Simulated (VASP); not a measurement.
# WS2 in VASP: notebook

WS2 is run at these levels: LDA; tasks: single point.

Program: VASP 6.6.1. These are calculated values, not measurements. Logs are shortened: lines on timing, memory, paths and dates and some standing lists are left out, and cuts for length are marked.

**1. The cell of the first run**

The cell holds a slab with vacuum, 6 atoms: a = 3.126 Å, b = 3.126 Å, c = 23.333 Å, α = 90.00°, β = 90.00°, γ = 120.00°.

**2. Single point, LDA**

INCAR

```
ALGO = Normal
EDIFF = 1E-6
ENCUT = 520
ISIF = 2
ISMEAR = -1
LASPH = T
LCHARG = F
LREAL = F
LWAVE = F
NBANDS = 35
NELM = 60
PREC = Accurate
SIGMA = 0.05
```

KPOINTS

```
k-points
0
Gamma
  10 10 2
```

POSCAR

```
WS2
1.0
    3.1261795035      0.0000000000      0.0000000000
   -1.5630897517      2.7073508668      0.0000000000
    0.0000000000      0.0000000000     23.3330893044
W S
2 4
Direct
    0.6666666667      0.3333333333      0.3696882395
    0.3333333333      0.6666666667      0.6303117605
    0.6666666667      0.3333333333      0.6971664879
    0.3333333333      0.6666666667      0.4366585519
    0.6666666667      0.3333333333      0.5633414481
    0.3333333333      0.6666666667      0.3028335121
```

Potentials or basis: VASP PAW LDA potentials, release 64 (W_sv, S).

On the command line:

```bash
cat potpaw_LDA.64/W_sv/POTCAR potpaw_LDA.64/S/POTCAR > POTCAR
mpirun -np 1 vasp_std > vasp.out
```

OUTCAR:

```text
EDIFF = 1E-6
   ENCUT = 520
   ISIF = 2
   ISMEAR = -1
   LASPH = T
   LREAL = F
   NELM = 60
   PREC = Accurate

 ion  position               nearest neighbor table
   1  0.667  0.333  0.370-   6 2.39   6 2.39   6 2.39   4 2.39   4 2.39   4 2.39
   2  0.333  0.667  0.630-   3 2.39   3 2.39   3 2.39   5 2.39   5 2.39   5 2.39
   3  0.667  0.333  0.697-   2 2.39   2 2.39   2 2.39
   4  0.333  0.667  0.437-   1 2.39   1 2.39   1 2.39
   5  0.667  0.333  0.563-   2 2.39   2 2.39   2 2.39
   6  0.333  0.667  0.303-   1 2.39   1 2.39   1 2.39

  LATTYP: Found a hexagonal cell.
 ALAT       =     3.1261795035
 C/A-ratio  =     7.4637714432

  Lattice vectors:

 A1 = (   3.1261795035,   0.0000000000,   0.0000000000)
 A2 = (  -1.5630897517,   2.7073508668,   0.0000000000)
 A3 = (   0.0000000000,   0.0000000000,  23.3330893044)

Analysis of symmetry for initial positions (statically):
=====================================================================
 Subroutine PRICEL returns:
 Original cell was already a primitive cell.

 Routine SETGRP: Setting up the symmetry group for a
 hexagonal supercell.

 Subroutine GETGRP returns: Found 12 space group operations
 (whereof 12 operations were pure point group operations)
 out of a pool of 24 trial point group operations.

The static configuration has the point symmetry D_3d.

Analysis of symmetry for dynamics (positions and initial velocities):
=====================================================================
 Subroutine PRICEL returns:
 Original cell was already a primitive cell.

 Routine SETGRP: Setting up the symmetry group for a
 hexagonal supercell.

 Subroutine GETGRP returns: Found 12 space group operations
 (whereof 12 operations were pure point group operations)
 out of a pool of 24 trial point group operations.

The dynamic configuration has the point symmetry D_3d.

 Subroutine INISYM returns: Found 12 space group operations
 (whereof 12 operations are pure point group operations),
 and found     1 'primitive' translations

----------------------------------------------------------------------------------------

                                     Primitive cell

  volume of cell :     197.4834

  direct lattice vectors                    reciprocal lattice vectors
     3.126179503  0.000000000  0.000000000     0.319879264  0.184682379  0.000000000
    -1.563089752  2.707350867  0.000000000     0.000000000  0.369364759  0.000000000
     0.000000000  0.000000000 23.333089304     0.000000000  0.000000000  0.042857591

  length of vectors
     3.126179503  3.126179503 23.333089304     0.369364759  0.369364759  0.042857591

  position of ions in fractional coordinates (direct lattice)
     0.666666667  0.333333333  0.369688240
     0.333333333  0.666666667  0.630311760
     0.666666667  0.333333333  0.697166488
     0.333333333  0.666666667  0.436658552
     0.666666667  0.333333333  0.563341448
     0.333333333  0.666666667  0.302833512

  ion indices of the primitive-cell ions
   primitive index   ion index
                 1           1
                 2           2
                 3           3
                 4           4
                 5           5
                 6           6

----------------------------------------------------------------------------------------

 KPOINTS: k-points

Automatic generation of k-mesh.
 Grid dimensions read from file:
 generate k-points for:   10   10    2

 Generating k-lattice:

  Cartesian coordinates                     Fractional coordinates (reciprocal lattice)
     0.031987926  0.018468238  0.000000000     0.100000000 -0.000000000  0.000000000
     0.000000000  0.036936476  0.000000000     0.000000000  0.100000000  0.000000000
     0.000000000  0.000000000  0.021428796     0.000000000  0.000000000  0.500000000

  Length of vectors
     0.036936476  0.036936476  0.021428796

  Shift w.r.t. Gamma in fractional coordinates (k-lattice)
     0.000000000  0.000000000  0.000000000

 Subroutine IBZKPT returns following result:
 ===========================================

 Found     28 irreducible k-points:

 Following reciprocal coordinates:
            Coordinates               Weight
  0.000000  0.000000  0.000000      1.000000
  0.100000  0.000000  0.000000      6.000000
  0.200000  0.000000  0.000000      6.000000
  0.300000  0.000000  0.000000      6.000000
  0.400000  0.000000  0.000000      6.000000
  0.500000  0.000000  0.000000      3.000000
[... 16 lines left out ...]
  0.300000  0.100000  0.500000     12.000000
  0.400000  0.100000  0.500000     12.000000
 [... further k-points ...]
   k-points           NKPTS =     28   k-points in BZ     NKDIM =     28   number of bands    NBANDS=     35
   number of dos      NEDOS =    301   number of ions     NIONS =      6
   total plane-waves  NPLWV = 103680
   dimension x,y,z NGX =    24 NGY =   24 NGZ =  180
   dimension x,y,z NGXF=    48 NGYF=   48 NGZF=  360
   ions per type =               2   4
   NGX,Y,Z   is equivalent  to a cutoff of  12.76, 12.76, 12.82 a.u.
   NGXF,Y,Z  is equivalent  to a cutoff of  25.53, 25.53, 25.65 a.u.
 SYSTEM =  unknown system
   PREC   = accura    normal or accurate (medium, high low for compatibility)
   ISTART =      0    job   : 0-new  1-cont  2-samecut
   ICHARG =      2    charge: 1-file 2-atom 10-const
   ISPIN  =      1    spin polarized calculation?
   LNONCOLLINEAR =      F non collinear calculations
   LSORBIT =      F    spin-orbit coupling
   LASPH  =      T    aspherical Exc in radial PAW
   ENCUT  =  520.0 eV  38.22 Ry    6.18 a.u.   5.81  5.81 43.38*2*pi/ulx,y,z
   NELM   =     60;   NELMIN=  2; NELMDL= -5     # of ELM steps
   EDIFF  = 0.1E-05   stopping-criterion for ELM
   LREAL  =      F    real-space projection
   EDIFFG = 0.1E-04   stopping-criterion for IOM
   NSW    =      0    number of steps for IOM
   IBRION =     -1    ionic relax: 0-MD 1-quasi-New 2-CG
   NFREE  =      0    steps in history (QN), initial steepest desc. (CG)
   ISIF   =      2    stress and relaxation
   ISYM   =      2    0-nonsym 1-usesym 2-fastsym
   POTIM  = 0.5000    time-step for ionic-motion
   TEBEG  =    0.0;   TEEND  =   0.0 temperature during run
   PSTRESS=    0.0 pullay stress
   NELECT =      52.0000    total number of electrons
   NUPDOWN=      -1.0000    fix difference up-down
   EMIN   =  10.00;   EMAX   =-10.00  energy-range for DOS
   EFERMI =   0.00;   METHOD = LEGACY
   ISMEAR =    -1;   SIGMA  =   0.05  broadening in eV -4-tet -1-fermi 0-gaus
   EFERMI_NEDOS =   21; number of points for ismear=-14 and -15
   IALGO  =     38    algorithm
   IMIX   =      4    mixing-type and parameters
     AMIX     =   0.40;   BMIX     =  1.00
     AMIX_MAG =   1.60;   BMIX_MAG =  1.00
  volume/ion in A,a.u.               =      32.91       222.11
  Fermi-wavevector in a.u.,A,eV,Ry     =   1.049298  1.982887 14.980386  1.101027
  Thomas-Fermi vector in A             =   2.184255
   LORBIT       =      0    0 simple, 1 ext, 2 COOP (PROOUT), +10 PAW based schemes
   GGA     = CA    functional components
   LHFCALC =     F    Hartree Fock is set to
   AEXX    =    0.0000 exact exchange contribution
   IVDW    =     0    specifies the selected vdW correction
   LEPSILON=     F    determine dielectric tensor
   LRPA    =     F    only Hartree local field effects (RPA)
 non-spin polarized calculation
  energy-cutoff  :      520.00
  volume of cell :      197.48
 maximum number of plane-waves:      5358
 NGX is ok and might be reduce to    24
   NGX = 11   NGY = 11   NGZ = 87

 number of electron      51.9999997 magnetization

 Free energy of the ion-electron system (eV)
  ---------------------------------------------------
  ext. energy  EPLUGINS =         0.00000000
  ---------------------------------------------------
  free energy    TOTEN  =       -52.41470378 eV

  energy without entropy =      -52.41470371  energy(sigma->0) =      -52.41470375

 E-fermi :   1.9379     XC(G=0):  -6.4000

 val. band max:        1.2828238018   @ k =   0.0000   0.0000   0.0000
 cond. band min:       2.7085055669   @ k =   0.2000   0.2000   0.5000
 fundamental gap:      1.4256817651
 Fermi energy:         1.9379161543

 k-point     1 :       0.0000    0.0000    0.0000
  band No.  band energies     occupation
      1     -72.5965      2.00000
      2     -72.5965      2.00000
      3     -37.1600      2.00000
      4     -37.1600      2.00000
      5     -36.9381      2.00000
      6     -36.9381      2.00000
[... 27 lines left out ...]
     34       4.1345      0.00000
     35       6.1382      0.00000

 k-point     2 :       0.1000    0.0000    0.0000
  band No.  band energies     occupation
      1     -72.5944      2.00000
      2     -72.5944      2.00000
      3     -37.1526      2.00000
      4     -37.1526      2.00000
      5     -36.9788      2.00000
      6     -36.9788      2.00000
[... 27 lines left out ...]
     34       4.2295      0.00000
     35       6.4688      0.00000

 k-point     3 :       0.2000    0.0000    0.0000
  band No.  band energies     occupation
      1     -72.5887      2.00000
      2     -72.5887      2.00000
      3     -37.1332      2.00000
      4     -37.1332      2.00000
      5     -37.0839      2.00000
      6     -37.0839      2.00000
[... 27 lines left out ...]
     34       4.9123      0.00000
     35       7.0682      0.00000
[... 723 lines left out ...]
 k-point    23 :       0.3000    0.1000    0.5000
  band No.  band energies     occupation
      1     -72.5778      2.00000
      2     -72.5778      2.00000
      3     -37.2646      2.00000
      4     -37.2646      2.00000
      5     -37.0956      2.00000
      6     -37.0955      2.00000
[... 27 lines left out ...]
     34       5.8946      0.00000
     35       7.5932      0.00000

 k-point    24 :       0.4000    0.1000    0.5000
  band No.  band energies     occupation
      1     -72.5739      2.00000
      2     -72.5739      2.00000
      3     -37.3297      2.00000
      4     -37.3297      2.00000
      5     -37.0820      2.00000
      6     -37.0820      2.00000
[... 27 lines left out ...]
     34       5.7013      0.00000
     35       6.4588      0.00000

 [... further k-points ...]
[... 5 lines left out ...]
  --------------------------------------------------------------------------------------
  -------------------------------------------------------------------------------------
  Total        0.2607834      0.2607834      0.2393596      0.0000000      0.0000000      0.0000000
  in kB        2.1157280      2.1157280      1.9419172      0.0000000      0.0000000      0.0000000
  external PRESSURE =       2.0577911 kB  Pullay stress =       0.0000000 kB

 VOLUME and BASIS-vectors are now :
 -----------------------------------------------------------------------------
  energy-cutoff  :      520.00
  volume of cell :      197.48
      direct lattice vectors                 reciprocal lattice vectors
     3.126179503  0.000000000  0.000000000     0.319879264  0.184682379  0.000000000
    -1.563089752  2.707350867  0.000000000     0.000000000  0.369364759  0.000000000
     0.000000000  0.000000000 23.333089304     0.000000000  0.000000000  0.042857591

 POSITION                                       TOTAL-FORCE (eV/Angst)
 -----------------------------------------------------------------------------------
      1.56309      0.90245      8.62597        -0.000000      0.000000      0.001011
     -0.00000      1.80490     14.70712         0.000000     -0.000000     -0.001011
      1.56309      0.90245     16.26705         0.000000     -0.000000      0.048761
     -0.00000      1.80490     10.18859        -0.000000      0.000000      0.049052
      1.56309      0.90245     13.14450         0.000000      0.000000     -0.049052
     -0.00000      1.80490      7.06604        -0.000000      0.000000     -0.048761
 -----------------------------------------------------------------------------------
    total drift:                                0.000000     -0.000000      0.000000

  FREE ENERGIE OF THE ION-ELECTRON SYSTEM (eV)
  ---------------------------------------------------
  free  energy   TOTEN  =       -52.4147037812 eV

  energy  without entropy=      -52.4147037139  energy(sigma->0) =      -52.41470375
```

Run time: 5.8 min. Hardware: 1 thread of Intel Xeon 8259CL, shared host; peak memory 0.34 GiB.

What came out:

```
Free energy            : -52.4147 eV
Largest force          : 0.049 eV/Å
Band gap on the k mesh : 1.43 eV, indirect (least direct gap 2.29 eV)
```

Forces in eV/Å, atoms in the order of the input:
```
W    0.000  0.000  0.001
W    0.000  0.000 -0.001
S    0.000  0.000  0.049
S    0.000  0.000  0.049
S    0.000  0.000 -0.049
S    0.000  0.000 -0.049
```

Caveat: spin-orbit coupling is left out, which moves the levels of the heavy elements.

**3. Single point, LDA**

This run uses another cell than the first one, of 34.62 Å³/atom, 1.052 times its volume.

INCAR

```
SYSTEM = WS2
PREC = Accurate
ENCUT = 520
EDIFF = 1E-6
ISMEAR = -1
SIGMA = 0.05
LREAL = .FALSE.
LASPH = .TRUE.
NELM = 100
ALGO = Normal
ISIF = 2
LWAVE = .FALSE.
LCHARG = .FALSE.
GGA = CA
NBANDS = 35
```

KPOINTS

```
Automatic mesh
0
G
  10 10 2
  0 0 0
```

POSCAR

```
WS2
1.0
    3.1832085602      0.0000000000      0.0000000000
   -1.5916042801      2.7567394786      0.0000000000
    0.0000000000      0.0000000000     23.6687632500
W S
2 4
Direct
    0.6666666667      0.3333333333      0.3626824600
    0.3333333333      0.6666666667      0.6373175400
    0.6666666667      0.3333333333      0.7031838900
    0.3333333333      0.6666666667      0.4285581700
    0.6666666667      0.3333333333      0.5714418300
    0.3333333333      0.6666666667      0.2968161100
```

Potentials or basis: VASP PAW LDA potentials, release 64 (W_sv, S).

On the command line:

```bash
cat potpaw_LDA.64/W_sv/POTCAR potpaw_LDA.64/S/POTCAR > POTCAR
mpirun -np 1 vasp_std > vasp.out
```

OUTCAR:

```text
SYSTEM = WS2
   PREC = Accurate
   ENCUT = 520
   EDIFF = 1E-6
   ISMEAR = -1
   LREAL = .FALSE.
   LASPH = .TRUE.
   NELM = 100
   ISIF = 2
   GGA = CA

 ion  position               nearest neighbor table
   1  0.667  0.333  0.363-   6 2.41   6 2.41   6 2.41   4 2.41   4 2.41   4 2.41
   2  0.333  0.667  0.637-   3 2.41   3 2.41   3 2.41   5 2.41   5 2.41   5 2.41
   3  0.667  0.333  0.703-   2 2.41   2 2.41   2 2.41
   4  0.333  0.667  0.429-   1 2.41   1 2.41   1 2.41
   5  0.667  0.333  0.571-   2 2.41   2 2.41   2 2.41
   6  0.333  0.667  0.297-   1 2.41   1 2.41   1 2.41
[... 1119 lines left out ...]
  -------------------------------------------------------------------------------------
  Total       -4.2119468     -4.2119468     -2.4927546      0.0000000     -0.0000000      0.0000000
  in kB      -32.4905505    -32.4905505    -19.2288680      0.0000000     -0.0000000      0.0000000
  external PRESSURE =     -28.0699897 kB  Pullay stress =       0.0000000 kB

 VOLUME and BASIS-vectors are now :
 -----------------------------------------------------------------------------
  energy-cutoff  :      520.00
  volume of cell :      207.70
      direct lattice vectors                 reciprocal lattice vectors
     3.183208560  0.000000000  0.000000000     0.314148439  0.181373686  0.000000000
    -1.591604280  2.756739479  0.000000000     0.000000000  0.362747372  0.000000000
     0.000000000  0.000000000 23.668763250     0.000000000  0.000000000  0.042249778

 POSITION                                       TOTAL-FORCE (eV/Angst)
 -----------------------------------------------------------------------------------
      1.59160      0.91891      8.58425        -0.000000      0.000000     -0.004666
     -0.00000      1.83783     15.08452         0.000000     -0.000000      0.004666
      1.59160      0.91891     16.64349        -0.000000      0.000000     -0.347651
     -0.00000      1.83783     10.14344         0.000000      0.000000     -0.259312
      1.59160      0.91891     13.52532         0.000000     -0.000000      0.259312
     -0.00000      1.83783      7.02527         0.000000     -0.000000      0.347651
 -----------------------------------------------------------------------------------
    total drift:                                0.000000     -0.000000      0.000000

  FREE ENERGIE OF THE ION-ELECTRON SYSTEM (eV)
  ---------------------------------------------------
  free  energy   TOTEN  =       -52.3206623762 eV

  energy  without entropy=      -52.3206623602  energy(sigma->0) =      -52.32066237
```

OSZICAR:

```text
N       E                     dE             d eps       ncg     rms          rms(c)
DAV:   1     0.472714889629E+03    0.47271E+03   -0.27808E+04  2312   0.132E+03
DAV:   2    -0.225883266452E+02   -0.49530E+03   -0.47909E+03  2476   0.342E+02
DAV:   3    -0.541134559098E+02   -0.31525E+02   -0.31149E+02  2514   0.842E+01
[... 15 lines left out ...]
DAV:  19    -0.523206400690E+02   -0.13790E-04   -0.47147E-07  1607   0.230E-03    0.258E-03
DAV:  20    -0.523206562175E+02   -0.16148E-04   -0.82021E-07  1677   0.214E-03    0.165E-03
DAV:  21    -0.523206607300E+02   -0.45125E-05   -0.22189E-07  1577   0.116E-03    0.933E-04
DAV:  22    -0.523206619707E+02   -0.12407E-05   -0.53403E-08  1311   0.531E-04    0.415E-04
DAV:  23    -0.523206623762E+02   -0.40553E-06   -0.27847E-08  1223   0.436E-04
   1 F= -.52320662E+02 E0= -.52320662E+02  d E =-.159967E-07
```

stdout:

```text
POSCAR found type information on POSCAR W S
 POSCAR found :  2 types and       6 ions
 scaLAPACK will be used
 LDA part: xc-table for (Slater(with rela. corr.)+CA(PZ))
 , standard interpolation
 POSCAR, INCAR and KPOINTS ok, starting setup
 FFT: planning ... GRIDC
 FFT: planning ... GRID_SOFT
 FFT: planning ... GRID
 WAVECAR not read
 entering main loop
```

It took 6.3 min on 1 thread of Intel Xeon 8259CL, shared host; peak memory 0.35 GiB.

What came out:

* Free energy: -52.3207 eV
* Largest force: 0.348 eV/Å
* Band gap on the k mesh: 1.62 eV, indirect (least direct gap 2.12 eV)

Forces in eV/Å, atoms in the order of the input:
```
W    0.000  0.000 -0.005
W    0.000  0.000  0.005
S    0.000  0.000 -0.348
S    0.000  0.000 -0.259
S    0.000  0.000  0.259
S    0.000  0.000  0.348
```

Caveat: spin-orbit coupling is left out, which moves the levels of the heavy elements.
